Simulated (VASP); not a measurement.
# Se: relaxation of cell and atoms with PBE

Crystal: Se.

```xyz
1
Lattice="-1.4038 1.4038 1.4038 1.4038 -1.4038 1.4038 1.4038 1.4038 -1.4038" Properties=species:S:1:pos:R:3 pbc="T T T"
Se    0.0000    0.0000    0.0000
```

This isn't the form of Se at room conditions, which is trigonal, of chains.

- Program: VASP 6.6.1
- Task: relaxation of cell and atoms
- Functional: PBE
- Potentials or basis: VASP PAW PBE potentials, release 64 (Se)
- Cutoff: 500 eV
- k mesh: 12 × 12 × 12
- Occupations: fermi-dirac, width 0.05 eV
- Spin: no spin polarisation
- Target pressure: 30 GPa
- Dipole correction: no
- Further INCAR settings: ALGO = Normal; EDIFF = 1e-07; IBRION = 2; EDIFFG = -0.01; NSW = 80; ISIF = 3

| Quantity | Value |
| --- | --- |
| Relaxed volume | 15.92 Å³/atom |
| Relaxed cell | a = 2.745 Å, b = 2.745 Å, c = 2.745 Å, α = 109.47°, β = 109.47°, γ = 109.47° |
| Space group after relaxing (to 0.1 Å) | Im-3m (No. 229) |
| Energy change on relaxing (the run minimises the enthalpy) | -2545.2 meV/atom |
| Ionic steps | 8 |
| Pressure after relaxing | 30.0 GPa |
| Band gap on the k mesh | zero (bands 3 and 4 overlap by 9.69 eV) |

Step by step:
| step | energy change (eV) | largest force (eV/Å) | pressure (GPa) | volume (Å³) |
| --- | --- | --- | --- | --- |
| 1 | 0.0000 | 0.0000 | 175.22 | 11.07 |
| 2 | -1.9657 | 0.0000 | -10.15 | 36.15 |
| 3 | -2.7832 | 0.0000 | 12.19 | 17.80 |
| 4 | -2.6479 | 0.0000 | 22.90 | 16.54 |
| 5 | -2.5377 | 0.0000 | 30.51 | 15.88 |
| 6 | -2.5578 | 0.0000 | 29.16 | 15.99 |
| 7 | -2.5269 | 0.0000 | 31.23 | 15.82 |
| 8 | -2.5452 | 0.0000 | 30.01 | 15.92 |

Final structure:
```
Se
1.0
    -1.58473    1.58473    1.58473
     1.58473   -1.58473    1.58473
     1.58473    1.58473   -1.58473
Se
1
Cartesian
  0.0000 0.0000 0.0000
```

Levels at points of the mesh, in eV from the Fermi level:
| k point | band 1 | band 2 | band 3 | band 4 | band 5 | band 6 |
| --- | --- | --- | --- | --- | --- | --- |
| (0.00, 0.00, 0.00) | -18.64 | 4.45 | 4.45 | 4.45 | 13.01 | 13.01 |
| (0.50, 0.00, 0.00) | -13.52 | -8.85 | 0.22 | 2.94 | 7.24 | 8.03 |
| (0.50, 0.50, 0.50) | -9.60 | -4.26 | -4.26 | -4.26 | 2.85 | 2.85 |

Run time: 17 s on 1 thread of AMD EPYC 9R45 96-Core Processor (Zen 5), with other jobs on the host, peak memory 0.09 GiB.

Caveat: the cell is relaxed towards a set pressure, so the run minimises the enthalpy, not the energy; the volume moved by over 15 % at a fixed basis, so the end points are rough. PBE usually gives volumes a little too large and moduli too small.
